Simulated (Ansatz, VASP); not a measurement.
# Two plane-wave programs on Sc

File INCAR:

```
PREC = Accurate
ENCUT = 500
EDIFF = 1E-7
ISMEAR = 0
SIGMA = 0.1
LREAL = F
LASPH = T
NELM = 120
ALGO = Normal
ISIF = 3
LWAVE = F
LCHARG = F
GGA = PS
IBRION = 2
NSW = 100
EDIFFG = -0.01
GGA_COMPAT = F
NELMIN = 4
```

Contents of KPOINTS:

```
Automatic mesh
0
Gamma
  21 21 10
```

POSCAR

```
Sc
1.0
    3.2912249515      0.0000000000      0.0000000000
   -1.6456124757      2.8502844175      0.0000000000
    0.0000000000      0.0000000000      5.3325723900
Sc
2
Direct
    0.3333333300      0.6666666700      0.2500000000
    0.6666666700      0.3333333300      0.7500000000
```

Input for Ansatz:

```yaml
crystal:
  lattice:
    - [3.2912249515, 0.0, 0.0]
    - [-1.6456124757, 2.8502844175, 0.0]
    - [0.0, 0.0, 5.33257239]
  atoms:
    - { symbol: Sc, position: [0.33333333, 0.66666667, 0.25] }
    - { symbol: Sc, position: [0.66666667, 0.33333333, 0.75] }
basis:
  ecutwfc: 420
kpoints:
  mp_grid: { grid: [21, 21, 10] }
hamiltonian:
  xc: pbesol
scf:
  occupations: { method: gaussian, width: 0.1 }
output:
  forces: true
  stress: true
  eigenvalues: true
relax:
  adjacent_minimum: "off"
  f_tol: 0.01
  max_steps: 80
  cell: { stress_tol: 0.05 }
```

Alike in both runs: task relaxation of cell and atoms; functional PBEsol; k mesh 21 × 21 × 10; occupations gaussian, width 0.1 eV; no spin polarisation.

|  | VASP | Ansatz |
| --- | --- | --- |
| version | VASP 6.6.1 | Ansatz 0.2.0 |
| potentials or method | VASP PAW PBE potentials, release 64 (Sc_sv), cutoff 500 eV | scalar-relativistic, plane waves, PAW |
| valence electrons in the cell | 22 | 22 |

Ansatz gave:

| Quantity | Value |
| --- | --- |
| gap on the k mesh at the Fermi level, each at its own relaxed structure (eV) | none |
| relaxed volume (Å³/atom) | 23.64 |
| relaxed length of the cell vector where the two differ most in proportion (Å) | 3.278 |

Problem. What did VASP give for the same quantities?

Solution. gap on the k mesh at the Fermi level, each at its own relaxed structure (eV): none; relaxed volume (Å³/atom): 23.63; relaxed length of the cell vector where the two differ most in proportion (Å): 3.277.

VASP's potentials were made for PBE, not for PBEsol. A gap of «none» marks a metal or a gap that the smearing closes.
